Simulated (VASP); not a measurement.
# ZnS (Fm-3m) in VASP: settings compared

The runs below take ZnS through single point, with PBE, r2SCAN.

Everything below comes from runs of VASP 6.6.1. Logs are shortened: lines on timing, memory, paths and dates and some standing lists are left out, and cuts for length are marked.

## Step 1: The cell of the first run

Symmetry: Fm-3m, No. 225, cubic system. Conventional cell: a = 5.062 Å, b = 5.062 Å, c = 5.062 Å, α = 90.00°, β = 90.00°, γ = 90.00°. Within 3.3 Å of Zn (site symmetry m-3m) lie 6 S at 2.53 Å. Within 3.3 Å of S (site symmetry m-3m) lie 6 Zn at 2.53 Å.

## Step 2: Single point, PBE

INCAR

```
SYSTEM = ZnS
PREC = Accurate
ENCUT = 520
EDIFF = 1E-6
ISMEAR = -1
SIGMA = 0.02
LREAL = .FALSE.
LASPH = .TRUE.
NELM = 60
ALGO = Normal
ISIF = 2
LWAVE = .FALSE.
LCHARG = .TRUE.
GGA = PE
LELF = .TRUE.
LVHAR = .TRUE.
NBANDS = 16
```

KPOINTS

```
regular mesh
0
G
  6 6 6
  0 0 0
```

POSCAR

```
ZnS
1.0
    0.0000000000      2.5310227333      2.5310227333
    2.5310227333      0.0000000000      2.5310227333
    2.5310227333      2.5310227333      0.0000000000
Zn S
1 1
Direct
    0.0000000000      0.0000000000      0.0000000000
    0.5000000000      0.5000000000      0.5000000000
```

Potentials or basis: VASP PAW PBE potentials, release 64 (Zn, S).

Command:

```console
$ cat potpaw_PBE.64/Zn/POTCAR potpaw_PBE.64/S/POTCAR > POTCAR
$ mpirun -np 1 vasp_std > vasp.out
```

OUTCAR:

```text
SYSTEM = ZnS
   PREC = Accurate
   ENCUT = 520
   EDIFF = 1E-6
   ISMEAR = -1
   LREAL = .FALSE.
   LASPH = .TRUE.
   NELM = 60
   ISIF = 2
   GGA = PE

 ion  position               nearest neighbor table
   1  0.000  0.000  0.000-   2 2.53   2 2.53   2 2.53   2 2.53   2 2.53   2 2.53
   2  0.500  0.500  0.500-   1 2.53   1 2.53   1 2.53   1 2.53   1 2.53   1 2.53

  LATTYP: Found a face centered cubic cell.
 ALAT       =     5.0620454666

  Lattice vectors:

 A1 = (   0.0000000000,   2.5310227333,   2.5310227333)
 A2 = (   2.5310227333,   0.0000000000,   2.5310227333)
 A3 = (   2.5310227333,   2.5310227333,   0.0000000000)

Analysis of symmetry for initial positions (statically):
=====================================================================
 Subroutine PRICEL returns:
 Original cell was already a primitive cell.

 Routine SETGRP: Setting up the symmetry group for a
 face centered cubic supercell.

 Subroutine GETGRP returns: Found 48 space group operations
 (whereof 48 operations were pure point group operations)
 out of a pool of 48 trial point group operations.

The static configuration has the point symmetry O_h .

Analysis of symmetry for dynamics (positions and initial velocities):
=====================================================================
 Subroutine PRICEL returns:
 Original cell was already a primitive cell.

 Routine SETGRP: Setting up the symmetry group for a
 face centered cubic supercell.

 Subroutine GETGRP returns: Found 48 space group operations
 (whereof 48 operations were pure point group operations)
 out of a pool of 48 trial point group operations.

The dynamic configuration has the point symmetry O_h .

 Subroutine INISYM returns: Found 48 space group operations
 (whereof 48 operations are pure point group operations),
 and found     1 'primitive' translations

----------------------------------------------------------------------------------------

                                     Primitive cell

  volume of cell :      32.4278

  direct lattice vectors                    reciprocal lattice vectors
     0.000000000  2.531022733  2.531022733    -0.197548601  0.197548601  0.197548601
     2.531022733  0.000000000  2.531022733     0.197548601 -0.197548601  0.197548601
     2.531022733  2.531022733  0.000000000     0.197548601  0.197548601 -0.197548601

  length of vectors
     3.579406676  3.579406676  3.579406676     0.342164214  0.342164214  0.342164214
[... 65 lines left out ...]
   ICHARG =      2    charge: 1-file 2-atom 10-const
   ISPIN  =      1    spin polarized calculation?
   LNONCOLLINEAR =      F non collinear calculations
   LSORBIT =      F    spin-orbit coupling
   LASPH  =      T    aspherical Exc in radial PAW
   ENCUT  =  520.0 eV  38.22 Ry    6.18 a.u.   6.66  6.66  6.66*2*pi/ulx,y,z
   NELM   =     60;   NELMIN=  2; NELMDL= -5     # of ELM steps
   EDIFF  = 0.1E-05   stopping-criterion for ELM
   LREAL  =      F    real-space projection
   EDIFFG = 0.1E-04   stopping-criterion for IOM
   NSW    =      0    number of steps for IOM
   IBRION =     -1    ionic relax: 0-MD 1-quasi-New 2-CG
   NFREE  =      0    steps in history (QN), initial steepest desc. (CG)
   ISIF   =      2    stress and relaxation
   ISYM   =      2    0-nonsym 1-usesym 2-fastsym
   POTIM  = 0.5000    time-step for ionic-motion
   TEBEG  =    0.0;   TEEND  =   0.0 temperature during run
   PSTRESS=    0.0 pullay stress
   NELECT =      18.0000    total number of electrons
   NUPDOWN=      -1.0000    fix difference up-down
   EMIN   =  10.00;   EMAX   =-10.00  energy-range for DOS
   EFERMI =   0.00;   METHOD = LEGACY
   ISMEAR =    -1;   SIGMA  =   0.02  broadening in eV -4-tet -1-fermi 0-gaus
   EFERMI_NEDOS =   21; number of points for ismear=-14 and -15
   IALGO  =     38    algorithm
   IMIX   =      4    mixing-type and parameters
     AMIX     =   0.40;   BMIX     =  1.00
     AMIX_MAG =   1.60;   BMIX_MAG =  1.00
  volume/ion in A,a.u.               =      16.21       109.42
  Fermi-wavevector in a.u.,A,eV,Ry     =   1.345425  2.542485 24.628851  1.810169
  Thomas-Fermi vector in A             =   2.473339
   LORBIT       =      0    0 simple, 1 ext, 2 COOP (PROOUT), +10 PAW based schemes
   GGA     = PE    functional components
[... 5 lines left out ...]
 non-spin polarized calculation
  energy-cutoff  :      520.00
  volume of cell :       32.43
 maximum number of plane-waves:       893
 NGX is ok and might be reduce to    28
   NGX = 13   NGY = 13   NGZ = 13

 number of electron      18.0000013 magnetization

 Free energy of the ion-electron system (eV)
  ---------------------------------------------------
  ext. energy  EPLUGINS =         0.00000000
  ---------------------------------------------------
  free energy    TOTEN  =        -6.20340460 eV

  energy without entropy =       -6.20211673  energy(sigma->0) =       -6.20276066

 E-fermi :   4.0700     XC(G=0): -10.9071

 val. band max:        4.0476686187   @ k =  -0.1667   0.1667   0.0000
 cond. band min:       5.2639379402   @ k =   0.3333   0.3333   0.0000
 fundamental gap:      1.2162693215
 Fermi energy:         4.0699929951

 k-point     1 :       0.0000    0.0000    0.0000
  band No.  band energies     occupation
      1      -9.9026      2.00000
      2      -2.2486      2.00000
      3      -2.2486      2.00000
      4      -2.2334      2.00000
      5      -2.2334      2.00000
      6      -2.2334      2.00000
[... 281 lines left out ...]
      3      -2.3758      2.00000
      4      -2.2459      2.00000
      5      -2.0092      2.00000
      6      -1.6759      2.00000
[... 8 lines left out ...]
     15      19.2412      0.00000
     16      20.0925      0.00000

------------------------ aborting loop because EDIFF is reached ----------------------------------------

  FORCE on cell =-STRESS in cart. coord.  units (eV):
  Direction    XX          YY          ZZ          XY          YZ          ZX
  --------------------------------------------------------------------------------------
  -------------------------------------------------------------------------------------
  Total        0.5038211      0.5038211      0.5038211     -0.0000000      0.0000000     -0.0000000
  in kB       24.8925160     24.8925160     24.8925160     -0.0000000      0.0000000     -0.0000000
  external PRESSURE =      24.8925160 kB  Pullay stress =       0.0000000 kB

 VOLUME and BASIS-vectors are now :
 -----------------------------------------------------------------------------
  energy-cutoff  :      520.00
  volume of cell :       32.43
      direct lattice vectors                 reciprocal lattice vectors
     0.000000000  2.531022733  2.531022733    -0.197548601  0.197548601  0.197548601
     2.531022733  0.000000000  2.531022733     0.197548601 -0.197548601  0.197548601
     2.531022733  2.531022733  0.000000000     0.197548601  0.197548601 -0.197548601

 POSITION                                       TOTAL-FORCE (eV/Angst)
 -----------------------------------------------------------------------------------
      0.00000      0.00000      0.00000        -0.000000      0.000000      0.000000
      2.53102      2.53102      2.53102         0.000000     -0.000000     -0.000000
 -----------------------------------------------------------------------------------
    total drift:                               -0.000000      0.000000      0.000000

  FREE ENERGIE OF THE ION-ELECTRON SYSTEM (eV)
  ---------------------------------------------------
  free  energy   TOTEN  =        -6.2034045990 eV

  energy  without entropy=       -6.2021167267  energy(sigma->0) =       -6.20276066
```

Run time: 4.7 s. Hardware: 1 thread of Intel Xeon 6975P-C (Granite Rapids), shared host; peak memory 0.15 GiB.

What came out:

```yaml
Free_energy: -6.2034 eV
Pressure: 2.5 GPa
Band_gap_on_the_k_mesh: zero (band 9 reaches 4.05 eV, above the bottom of band 10 at 3.77 eV)
```

Levels at points of the mesh, in eV from the Fermi level:
```csv
k point,band 5,band 6,band 7,band 8,band 9,band 10,band 11,band 12,band 13,band 14
"(0.00, 0.00, 0.00)",-6.30,-6.30,-0.63,-0.63,-0.63,1.95,9.04,9.04,9.04,11.68
"(0.50, 0.00, 0.00)",-6.13,-6.13,-5.40,-0.11,-0.11,3.86,5.56,5.56,7.58,13.46
"(0.50, 0.50, 0.00)",-6.08,-5.64,-5.34,-2.59,-2.59,-0.30,5.38,11.96,12.48,12.48
```

## Step 3: Single point, PBE

INCAR

```
  PREC = Accurate
  ENCUT = 520
  EDIFF = 1E-7
  ISMEAR = -1
  SIGMA = 0.02
  LREAL = F
  LASPH = T
  NELM = 80
  ALGO = Normal
  ISIF = 2
  LWAVE = F
  LCHARG = F
  GGA = PE
  NBANDS = 16
```

KPOINTS

```
Automatic mesh
0
Gamma
  6 6 6
```

POSCAR is that of step 2.

Potentials or basis: VASP PAW PBE potentials, release 64 (Zn, S).

Command:

```console
$ cat potpaw_PBE.64/Zn/POTCAR potpaw_PBE.64/S/POTCAR > POTCAR
$ mpirun -np 1 vasp_std > vasp.out
```

OUTCAR:

```text
PREC = Accurate
   ENCUT = 520
   EDIFF = 1E-7
   ISMEAR = -1
   LREAL = F
   LASPH = T
   NELM = 80
   ISIF = 2
   GGA = PE

 ion  position               nearest neighbor table
   1  0.000  0.000  0.000-   2 2.53   2 2.53   2 2.53   2 2.53   2 2.53   2 2.53
   2  0.500  0.500  0.500-   1 2.53   1 2.53   1 2.53   1 2.53   1 2.53   1 2.53

  LATTYP: Found a face centered cubic cell.
 ALAT       =     5.0620454666

  Lattice vectors:

 A1 = (   0.0000000000,   2.5310227333,   2.5310227333)
 A2 = (   2.5310227333,   0.0000000000,   2.5310227333)
 A3 = (   2.5310227333,   2.5310227333,   0.0000000000)

Analysis of symmetry for initial positions (statically):
=====================================================================
 Subroutine PRICEL returns:
 Original cell was already a primitive cell.

 Routine SETGRP: Setting up the symmetry group for a
 face centered cubic supercell.

 Subroutine GETGRP returns: Found 48 space group operations
 (whereof 48 operations were pure point group operations)
 out of a pool of 48 trial point group operations.

[... 150 lines left out ...]

  energy without entropy =       -6.20211662  energy(sigma->0) =       -6.20276055

 E-fermi :   4.0701     XC(G=0): -10.9070

 val. band max:        4.0477703949   @ k =  -0.1667   0.1667   0.0000
 cond. band min:       5.2638775139   @ k =   0.3333   0.3333   0.0000
 fundamental gap:      1.2161071190
 Fermi energy:         4.0700945726

 k-point     1 :       0.0000    0.0000    0.0000
  band No.  band energies     occupation
      1      -9.9025      2.00000
      2      -2.2486      2.00000
      3      -2.2486      2.00000
      4      -2.2335      2.00000
      5      -2.2335      2.00000
      6      -2.2335      2.00000
[... 281 lines left out ...]
      3      -2.3758      2.00000
      4      -2.2460      2.00000
      5      -2.0093      2.00000
      6      -1.6759      2.00000
[... 8 lines left out ...]
     15      19.2412      0.00000
     16      20.0926      0.00000

------------------------ aborting loop because EDIFF is reached ----------------------------------------

  FORCE on cell =-STRESS in cart. coord.  units (eV):
  Direction    XX          YY          ZZ          XY          YZ          ZX
  --------------------------------------------------------------------------------------
  -------------------------------------------------------------------------------------
  Total        0.5035171      0.5035171      0.5035171      0.0000000      0.0000000     -0.0000000
  in kB       24.8774953     24.8774953     24.8774953      0.0000000      0.0000000     -0.0000000
  external PRESSURE =      24.8774953 kB  Pullay stress =       0.0000000 kB

 VOLUME and BASIS-vectors are now :
 -----------------------------------------------------------------------------
  energy-cutoff  :      520.00
  volume of cell :       32.43
      direct lattice vectors                 reciprocal lattice vectors
     0.000000000  2.531022733  2.531022733    -0.197548601  0.197548601  0.197548601
     2.531022733  0.000000000  2.531022733     0.197548601 -0.197548601  0.197548601
     2.531022733  2.531022733  0.000000000     0.197548601  0.197548601 -0.197548601

 POSITION                                       TOTAL-FORCE (eV/Angst)
 -----------------------------------------------------------------------------------
      0.00000      0.00000      0.00000         0.000000      0.000000     -0.000000
      2.53102      2.53102      2.53102        -0.000000     -0.000000      0.000000
 -----------------------------------------------------------------------------------
    total drift:                               -0.000000      0.000000      0.000000

  FREE ENERGIE OF THE ION-ELECTRON SYSTEM (eV)
  ---------------------------------------------------
  free  energy   TOTEN  =        -6.2034044796 eV

  energy  without entropy=       -6.2021166247  energy(sigma->0) =       -6.20276055
```

OSZICAR:

```text
N       E                     dE             d eps       ncg     rms          rms(c)
DAV:   1     0.851288395754E+02    0.85129E+02   -0.90852E+03   512   0.144E+03
DAV:   2    -0.158651133072E+01   -0.86715E+02   -0.80356E+02   584   0.264E+02
DAV:   3    -0.663664979750E+01   -0.50501E+01   -0.50266E+01   632   0.617E+01
DAV:   4    -0.667871972549E+01   -0.42070E-01   -0.42064E-01   592   0.558E+00
DAV:   5    -0.667910731376E+01   -0.38759E-03   -0.38758E-03   656   0.557E-01    0.719E+00
DAV:   6    -0.623101208092E+01    0.44810E+00   -0.75956E-01   720   0.284E+01    0.559E+00
DAV:   7    -0.620594588409E+01    0.25066E-01   -0.17596E-01   592   0.415E+00    0.281E+00
DAV:   8    -0.620347167222E+01    0.24742E-02   -0.52993E-03   696   0.107E+00    0.561E-01
DAV:   9    -0.620335703437E+01    0.11464E-03   -0.13149E-03   600   0.301E-01    0.570E-02
DAV:  10    -0.620341593126E+01   -0.58897E-04   -0.17428E-04   656   0.990E-02    0.424E-02
DAV:  11    -0.620340479619E+01    0.11135E-04   -0.27290E-05   696   0.513E-02    0.820E-03
DAV:  12    -0.620340459904E+01    0.19716E-06   -0.30359E-06   600   0.122E-02    0.357E-03
DAV:  13    -0.620340448043E+01    0.11861E-06   -0.14602E-07   520   0.327E-03    0.537E-04
DAV:  14    -0.620340447957E+01    0.86197E-09   -0.15475E-08   304   0.148E-03
   1 F= -.62034045E+01 E0= -.62027606E+01  d E =-.128785E-02
```

stdout:

```text
POSCAR found type information on POSCAR ZnS
 POSCAR found :  2 types and       2 ions
 scaLAPACK will be used
 LDA part: xc-table for (Slater+PW92), standard interpolation
 POSCAR, INCAR and KPOINTS ok, starting setup
 FFT: planning ... GRIDC
 FFT: planning ... GRID_SOFT
 FFT: planning ... GRID
 WAVECAR not read
 entering main loop
```

It took 5.1 s on 1 thread of Intel Xeon 6975P-C (Granite Rapids), shared host; peak memory 0.15 GiB.

What came out:

| Quantity | Value |
| --- | --- |
| Free energy | -6.2034 eV |
| Pressure | 2.5 GPa |
| Band gap on the k mesh | zero (band 9 reaches 4.05 eV, above the bottom of band 10 at 3.77 eV) |

## Step 4: Single point, r2SCAN

POSCAR is that of step 3.

INCAR.step1

```
SYSTEM = ZnS
ALGO = Normal
EDIFF = 1E-4
ENCUT = 520
GGA = PE
ISMEAR = -1
LASPH = .True.
LCHARG = .False.
LREAL = .False.
LWAVE = .True.
NBANDS = 16
NELM = 60
PREC = Accurate
SIGMA = 0.02
```

INCAR.step2

```
SYSTEM = ZnS
ALGO = Normal
EDIFF = 1E-6
ENCUT = 520
ISIF = 2
ISMEAR = -1
ISTART = 1
LASPH = .True.
LCHARG = .False.
LMIXTAU = .True.
LREAL = .False.
LWAVE = .False.
METAGGA = R2SCAN
NBANDS = 16
NELM = 60
PREC = Accurate
SIGMA = 0.02
```

KPOINTS

```
k-points
0
Gamma
  6 6 6
  0 0 0
```

Command:

```console
$ cat potpaw_PBE.64/Zn/POTCAR potpaw_PBE.64/S/POTCAR > POTCAR
$ cp INCAR.step1 INCAR
$ mpirun -np 1 vasp_std > vasp.out
$ cp INCAR.step2 INCAR
$ mpirun -np 1 vasp_std > vasp.out
```

Run time: 19 s. Hardware: 1 thread of Intel Xeon 6975P-C (Granite Rapids), shared host; peak memory 0.15 GiB.

Results (log left out):

```yaml
Free_energy: -18.2280 eV
Pressure: 0.3 GPa
Band_gap_on_the_k_mesh: 0.14 eV, indirect (least direct gap 2.77 eV)
```

Levels at points of the mesh, in eV from the valence-band top:
```
           k point  band 7  band 8  band 9  band 10  band 11  band 12
(0.00, 0.00, 0.00)   -0.61   -0.61   -0.61     2.68     9.56     9.56
(0.50, 0.00, 0.00)   -5.50   -0.09   -0.09     4.47     6.07     6.07
(0.50, 0.50, 0.00)   -5.42   -2.63   -2.63     0.14     5.82    13.02
```

Caveat: the PAW data sets were made with another functional, which shifts forces and pressure a little. A k mesh can miss the band edges.
